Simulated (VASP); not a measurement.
# Au (P6/mmm) in VASP: a series of runs

Au is run at these levels: PBE; tasks: single point.

Program: VASP 6.6.1. These are calculated values, not measurements. Logs are shortened: lines on timing, memory, paths and dates and some standing lists are left out, and cuts for length are marked.

## (1) The cell of the first run

It takes space group P6/mmm (No. 191, hexagonal). The conventional cell has a = 4.542 Å, b = 4.542 Å, c = 2.714 Å, α = 90.00°, β = 90.00°, γ = 120.00°. Within 3.6 Å of Au (site symmetry 6/mmm) lie 14 Au at 2.71 to 2.95 Å. Au (site symmetry -6m2) has 11 Au at 2.62 to 2.95 Å within 3.5 Å.

## (2) Single point, PBE (volume scaled by 0.88)

INCAR

```
ALGO = Normal
EDIFF = 1E-7
ENCUT = 520
GGA = PE
ISIF = 2
ISMEAR = -1
LASPH = T
LCHARG = T
LELF = T
LREAL = F
LVHAR = T
LWAVE = F
NBANDS = 24
NELM = 60
PREC = Accurate
SIGMA = 0.1
```

KPOINTS

```
k-points
0
Gamma
  9 9 13
```

POSCAR

```
Au
1.0
    4.5420385688      0.0000000000      0.0000000000
   -2.2710192844      3.9335207856      0.0000000000
    0.0000000000      0.0000000000      2.7135151750
Au
3
Direct
    1.0000000000      1.0000000000      0.0000000000
    0.3333333333      0.6666666667      0.5000000000
    0.6666666667      0.3333333333      0.5000000000
```

Potentials or basis: VASP PAW PBE potentials, release 64 (Au).

Command:

```sh
cat potpaw_PBE.64/Au/POTCAR > POTCAR
mpirun -np 1 vasp_std > vasp.out
```

OUTCAR:

```text
EDIFF = 1E-7
   ENCUT = 520
   GGA = PE
   ISIF = 2
   ISMEAR = -1
   LASPH = T
   LREAL = F
   NELM = 60
   PREC = Accurate

 ion  position               nearest neighbor table
   1  0.000  0.000  0.000-   2 2.95   3 2.95   2 2.95   3 2.95   3 2.95   3 2.95   2 2.95   2 2.95
                             3 2.95   3 2.95   2 2.95   2 2.95
   2  0.333  0.667  0.500-   3 2.62   3 2.62   3 2.62   1 2.95   1 2.95   1 2.95   1 2.95   1 2.95
                             1 2.95
   3  0.667  0.333  0.500-   2 2.62   2 2.62   2 2.62   1 2.95   1 2.95   1 2.95   1 2.95   1 2.95
                             1 2.95

  LATTYP: Found a hexagonal cell.
 ALAT       =     4.5420385688
 C/A-ratio  =     0.5974223102

  Lattice vectors:

 A1 = (   4.5420385688,   0.0000000000,   0.0000000000)
 A2 = (  -2.2710192844,   3.9335207856,   0.0000000000)
 A3 = (   0.0000000000,   0.0000000000,   2.7135151750)

Analysis of symmetry for initial positions (statically):
=====================================================================
 Subroutine PRICEL returns:
 Original cell was already a primitive cell.

 Routine SETGRP: Setting up the symmetry group for a
 hexagonal supercell.

 Subroutine GETGRP returns: Found 24 space group operations
 (whereof 24 operations were pure point group operations)
 out of a pool of 24 trial point group operations.

The static configuration has the point symmetry D_6h.

Analysis of symmetry for dynamics (positions and initial velocities):
=====================================================================
 Subroutine PRICEL returns:
 Original cell was already a primitive cell.

 Routine SETGRP: Setting up the symmetry group for a
 hexagonal supercell.

 Subroutine GETGRP returns: Found 24 space group operations
 (whereof 24 operations were pure point group operations)
 out of a pool of 24 trial point group operations.

The dynamic configuration has the point symmetry D_6h.

 Subroutine INISYM returns: Found 24 space group operations
 (whereof 24 operations are pure point group operations),
 and found     1 'primitive' translations

----------------------------------------------------------------------------------------

                                     Primitive cell

  volume of cell :      48.4802

[... 86 lines left out ...]
   LSORBIT =      F    spin-orbit coupling
   LASPH  =      T    aspherical Exc in radial PAW
   ENCUT  =  520.0 eV  38.22 Ry    6.18 a.u.   8.45  8.45  5.05*2*pi/ulx,y,z
   NELM   =     60;   NELMIN=  2; NELMDL= -5     # of ELM steps
   EDIFF  = 0.1E-06   stopping-criterion for ELM
   LREAL  =      F    real-space projection
   EDIFFG = 0.1E-05   stopping-criterion for IOM
   NSW    =      0    number of steps for IOM
   IBRION =     -1    ionic relax: 0-MD 1-quasi-New 2-CG
   NFREE  =      0    steps in history (QN), initial steepest desc. (CG)
   ISIF   =      2    stress and relaxation
   ISYM   =      2    0-nonsym 1-usesym 2-fastsym
   POTIM  = 0.5000    time-step for ionic-motion
   TEBEG  =    0.0;   TEEND  =   0.0 temperature during run
   PSTRESS=    0.0 pullay stress
   NELECT =      33.0000    total number of electrons
   NUPDOWN=      -1.0000    fix difference up-down
   EMIN   =  10.00;   EMAX   =-10.00  energy-range for DOS
   EFERMI =   0.00;   METHOD = LEGACY
   ISMEAR =    -1;   SIGMA  =   0.10  broadening in eV -4-tet -1-fermi 0-gaus
   EFERMI_NEDOS =   21; number of points for ismear=-14 and -15
   IALGO  =     38    algorithm
   IMIX   =      4    mixing-type and parameters
     AMIX     =   0.40;   BMIX     =  1.00
     AMIX_MAG =   1.60;   BMIX_MAG =  1.00
  volume/ion in A,a.u.               =      16.16       109.05
  Fermi-wavevector in a.u.,A,eV,Ry     =   1.440096  2.721386 28.216784  2.073875
  Thomas-Fermi vector in A             =   2.558878
   LORBIT       =      0    0 simple, 1 ext, 2 COOP (PROOUT), +10 PAW based schemes
   GGA     = PE    functional components
   LHFCALC =     F    Hartree Fock is set to
   AEXX    =    0.0000 exact exchange contribution
   IVDW    =     0    specifies the selected vdW correction
   LEPSILON=     F    determine dielectric tensor
   LRPA    =     F    only Hartree local field effects (RPA)
 non-spin polarized calculation
  energy-cutoff  :      520.00
  volume of cell :       48.48
 maximum number of plane-waves:      1342
 NGX is ok and might be reduce to    36
   NGX = 17   NGY = 17   NGZ = 11

 number of electron      33.0000002 magnetization

 Free energy of the ion-electron system (eV)
  ---------------------------------------------------
  ext. energy  EPLUGINS =         0.00000000
  ---------------------------------------------------
  free energy    TOTEN  =        -9.05435455 eV

  energy without entropy =       -9.02234371  energy(sigma->0) =       -9.03834913

 E-fermi :  10.3718     XC(G=0): -13.0266

 val. band max:       10.3639426581   @ k =   0.2222   0.2222   0.4615
 cond. band min:      10.3744492436   @ k =   0.2222   0.1111   0.0000
 fundamental gap:      0.0105065856
 Fermi energy:        10.3718447718

 k-point     1 :       0.0000    0.0000    0.0000
  band No.  band energies     occupation
      1      -0.0438      2.00000
      2       2.9380      2.00000
      3       4.3375      2.00000
      4       4.8667      2.00000
      5       4.9374      2.00000
      6       4.9374      2.00000
[... 637 lines left out ...]
     23      24.7576      0.00000
     24      25.4123      0.00000

 [... further k-points ...]

------------------------ aborting loop because EDIFF is reached ----------------------------------------

  FORCE on cell =-STRESS in cart. coord.  units (eV):
  Direction    XX          YY          ZZ          XY          YZ          ZX
  --------------------------------------------------------------------------------------
  -------------------------------------------------------------------------------------
  Total        7.3681467      7.3681467      7.1277949      0.0000000     -0.0000000      0.0000000
  in kB      243.5030045    243.5030045    235.5598427      0.0000000     -0.0000000      0.0000000
  external PRESSURE =     240.8552839 kB  Pullay stress =       0.0000000 kB

 VOLUME and BASIS-vectors are now :
 -----------------------------------------------------------------------------
  energy-cutoff  :      520.00
  volume of cell :       48.48
      direct lattice vectors                 reciprocal lattice vectors
     4.542038569  0.000000000  0.000000000     0.220165458  0.127112586  0.000000000
    -2.271019284  3.933520786  0.000000000     0.000000000  0.254225172  0.000000000
     0.000000000  0.000000000  2.713515175     0.000000000  0.000000000  0.368525671

 POSITION                                       TOTAL-FORCE (eV/Angst)
 -----------------------------------------------------------------------------------
      0.00000      0.00000      0.00000         0.000000      0.000000      0.000000
     -0.00000      2.62235      1.35676        -0.000000      0.000000     -0.000000
      2.27102      1.31117      1.35676         0.000000      0.000000      0.000000
 -----------------------------------------------------------------------------------
    total drift:                                0.000000      0.000000     -0.000000

  FREE ENERGIE OF THE ION-ELECTRON SYSTEM (eV)
  ---------------------------------------------------
  free  energy   TOTEN  =        -9.0543545548 eV

  energy  without entropy=       -9.0223437123  energy(sigma->0) =       -9.03834913
```

OSZICAR:

```text
N       E                     dE             d eps       ncg     rms          rms(c)
DAV:   1     0.209571658027E+03    0.20957E+03   -0.16723E+04  4096   0.131E+03
DAV:   2    -0.606061555265E+01   -0.21563E+03   -0.20109E+03  4456   0.305E+02
DAV:   3    -0.983634647339E+01   -0.37757E+01   -0.37540E+01  4744   0.420E+01
DAV:   4    -0.985526238566E+01   -0.18916E-01   -0.18914E-01  4784   0.313E+00
DAV:   5    -0.985544289940E+01   -0.18051E-03   -0.18051E-03  4888   0.331E-01    0.197E+01
DAV:   6    -0.913248021100E+01    0.72296E+00   -0.13481E+00  4600   0.952E+00    0.122E+01
DAV:   7    -0.906316259900E+01    0.69318E-01   -0.22766E-01  4768   0.386E+00    0.417E+00
DAV:   8    -0.905437081897E+01    0.87918E-02   -0.23518E-02  4672   0.117E+00    0.472E-01
DAV:   9    -0.905433365753E+01    0.37161E-04   -0.10550E-04  5064   0.102E-01    0.665E-02
DAV:  10    -0.905434845080E+01   -0.14793E-04   -0.67188E-06  4920   0.233E-02    0.477E-02
DAV:  11    -0.905435458101E+01   -0.61302E-05   -0.21665E-06  4800   0.111E-02    0.190E-03
DAV:  12    -0.905435455479E+01    0.26228E-07   -0.26660E-08  3432   0.118E-03
   1 F= -.90543546E+01 E0= -.90383491E+01  d E =-.320108E-01
```

stdout:

```text
POSCAR found type information on POSCAR Au
 POSCAR found :  1 types and       3 ions
 scaLAPACK will be used
 LDA part: xc-table for (Slater+PW92), standard interpolation
 POSCAR, INCAR and KPOINTS ok, starting setup
 FFT: planning ... GRIDC
 FFT: planning ... GRID_SOFT
 FFT: planning ... GRID
 WAVECAR not read
 entering main loop
```

It used 55 s of CPU time on 1 thread of Intel Xeon 6975P-C, with other jobs on the host.

Results:

```yaml
Free_energy: -9.0544 eV
Pressure: 24.1 GPa
```

Caveat: spin-orbit coupling is left out, which moves the levels of the heavy elements.

(Part 1 of 2 ends here.)
